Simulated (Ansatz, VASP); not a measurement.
**One calculation of WSe2, two programs**

```xyz
3
Lattice="3.4170 0.0000 0.0000 -1.7085 2.9592 0.0000 0.0000 0.0000 32.7374" Properties=species:S:1:pos:R:3 pbc="T T T"
Se    0.0000    1.9728   14.6842
Se    0.0000    1.9728   18.0532
W     1.7085    0.9864   16.3687
```

Alike in both runs: task single point; functional PBE; dispersion D3(BJ); k mesh 9 × 9 × 1; occupations gaussian, width 0.02 eV; no spin polarisation.

|  | VASP | Ansatz |
| --- | --- | --- |
| version | VASP 6.6.1 | Ansatz 0.2.0 |
| potentials or method | VASP PAW PBE potentials, release 64 (Se, W_sv), cutoff 520 eV | scalar-relativistic, plane waves, PAW |
| valence electrons in the cell | 26 | 46 |

Ansatz gave:

* gap on the k mesh at the Fermi level (eV): 1.30
* least direct gap on the mesh (eV): 1.30
* rms of the force components (eV/Å): 0.350

Question: Estimate VASP's values.

Answer: gap on the k mesh at the Fermi level (eV): 1.30; least direct gap on the mesh (eV): 1.30; rms of the force components (eV/Å): 0.333.

VASP's potentials hold 26 valence electrons a cell and Ansatz's 46, so a difference there can come from the potentials and not from the codes.

Spin-orbit coupling is off throughout.
